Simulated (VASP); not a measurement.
Write the native input for VASP 6.6.1 that does the following.

```
Task                   : single point
Functional             : r2SCAN
Potentials or basis    : VASP PAW PBE potentials, release 64 (Ga_d, N)
Cutoff                 : 520 eV
k mesh                 : 10 × 10 × 10
Occupations            : gaussian, width 0.01 eV
Spin                   : non-collinear spin, zero start, spin-orbit coupling
Starting moments       : [[0.0, 0.0, 0.0], [0.0, 0.0, 0.0]] μB
Dipole correction      : no
Further INCAR settings : ALGO = Normal; EDIFF = 1e-07; NBANDS = 30
```

Crystal: GaN.

```
CELL_PARAMETERS angstrom
0.00000 2.24895 2.20397
2.24895 0.00000 2.20397
2.24895 2.24895 0.00000
ATOMIC_POSITIONS crystal
Ga 0.00000 0.00000 0.00000
N 0.25000 0.25000 0.25000
```

This cell differs from its parent crystal: uniaxial z strain -2.0%.

The input as run:

POSCAR

```
GaN
1.0
    0.0000000000      2.2489525411      2.2039734903
    2.2489525411      0.0000000000      2.2039734903
    2.2489525411      2.2489525411      0.0000000000
Ga N
1 1
Direct
    0.0000000000      0.0000000000      0.0000000000
    0.2500000000      0.2500000000      0.2500000000
```

INCAR.step1

```
PREC     = Accurate       # precision mode
ENCUT    = 520            # plane-wave cutoff, eV
ISMEAR   = 0              # smearing method
SIGMA    = 0.01           # smearing width, eV
LREAL    = F              # projectors in reciprocal space
LASPH    = T              # aspherical terms in the spheres
NELM     = 150            # most SCF steps
LNONCOLLINEAR= T              # non-collinear magnetism
MAGMOM   = 0 0 0 0 0 0    # initial moments
LSORBIT  = T              # spin-orbit coupling
GGA_COMPAT= F            
NBANDS   = 30             # bands
GGA      = PE             # functional
ALGO     = Normal         # electronic algorithm
EDIFF    = 1E-4           # SCF threshold, eV
LWAVE    = T              # write WAVECAR
LCHARG   = F              # write CHGCAR
```

INCAR.step2

```
PREC     = Accurate       # precision mode
ENCUT    = 520            # plane-wave cutoff, eV
EDIFF    = 1E-7           # SCF threshold, eV
ISMEAR   = 0              # smearing method
SIGMA    = 0.01           # smearing width, eV
LREAL    = F              # projectors in reciprocal space
LASPH    = T              # aspherical terms in the spheres
NELM     = 150            # most SCF steps
ALGO     = Normal         # electronic algorithm
ISIF     = 2              # what is computed and relaxed
LWAVE    = F              # write WAVECAR
LCHARG   = T              # write CHGCAR
LNONCOLLINEAR= T              # non-collinear magnetism
MAGMOM   = 0 0 0 0 0 0    # initial moments
LORBIT   = 11             # projections on sites
LSORBIT  = T              # spin-orbit coupling
GGA_COMPAT= F            
LORBMOM  = T            
METAGGA  = R2SCAN         # meta-GGA
LMIXTAU  = T            
LVHAR    = T            
NBANDS   = 30             # bands
ISTART   = 1
```

KPOINTS

```
Automatic mesh
0
Gamma
  10 10 10
```

Potentials or basis: VASP PAW PBE potentials, release 64 (Ga_d, N).

Command:

```bash
$ cat potpaw_PBE.64/Ga_d/POTCAR potpaw_PBE.64/N/POTCAR > POTCAR
$ cp INCAR.step1 INCAR
$ mpirun -np 1 vasp_ncl > vasp.out
$ cp INCAR.step2 INCAR
$ mpirun -np 1 vasp_ncl > vasp.out
```

It gave:

The pressure is 5.3 GPa. The net moment is 0.00 μB per cell and the valence electrons inside the program's atomic spheres are Ga 11.88; N 3.79.

Caveat: the cell differs from its parent crystal (uniaxial z strain -2.0%); the cell stands under pressure; the structure was generated, so it needn't be the stable form of GaN; the PAW data sets were made with another functional, which shifts forces and pressure a little.

Wall time 50 min on 1 thread of Oxide Virtual Turin-like Processor, with other jobs on the host, peak memory 0.29 GiB.
